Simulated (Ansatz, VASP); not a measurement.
MgO in VASP and in Ansatz

```
Mg O
1.0
     3.48638    0.00000    0.00000
    -1.74319    3.01929    0.00000
     0.00000    0.00000    4.17804
Mg O
2 2
Cartesian
  1.6725 0.9357 3.1335
  -0.0707 1.9422 1.0445
  1.7432 1.0064 1.0445
  0.0000 2.0129 3.1335
```

Change from the starting cell: all Mg atoms moved -0.100 Å, as atom 1 along Cartesian [1 1 0].

Alike in both runs: task single point; functional LDA; k mesh 6 × 6 × 6; occupations gaussian, width 0.05 eV; no spin polarisation.

|  | VASP | Ansatz |
| --- | --- | --- |
| version | VASP 6.6.1 | Ansatz 0.2.0 |
| potentials or method | VASP PAW LDA potentials, release 64 (Mg, O), cutoff 520 eV | scalar-relativistic, plane waves, PAW |
| valence electrons in the cell | 16 | 32 |

Ansatz gave:

| Item | Value |
| --- | --- |
| gap on the k mesh at the Fermi level (eV) | 3.33 |
| least direct gap on the mesh (eV) | 3.33 |
| pressure (GPa) | -3.2 |
| traceless stress, the component that is largest in VASP (GPa) | -1.18 |
| rms of the force components (eV/Å) | 0.504 |

Problem. What did VASP give for the same quantities?

Solution. gap on the k mesh at the Fermi level (eV): 3.33; least direct gap on the mesh (eV): 3.33; pressure (GPa): -4.8; traceless stress, the component that is largest in VASP (GPa): -1.11; rms of the force components (eV/Å): 0.516.

LDA's correlation is that of Perdew and Zunger in VASP and of Perdew and Wang (1992) in Ansatz. Atom by atom the forces differ by 0.012 eV/Å (rms over components). VASP's potentials hold 16 valence electrons a cell and Ansatz's 32, so a difference there can come from the potentials and not from the codes.
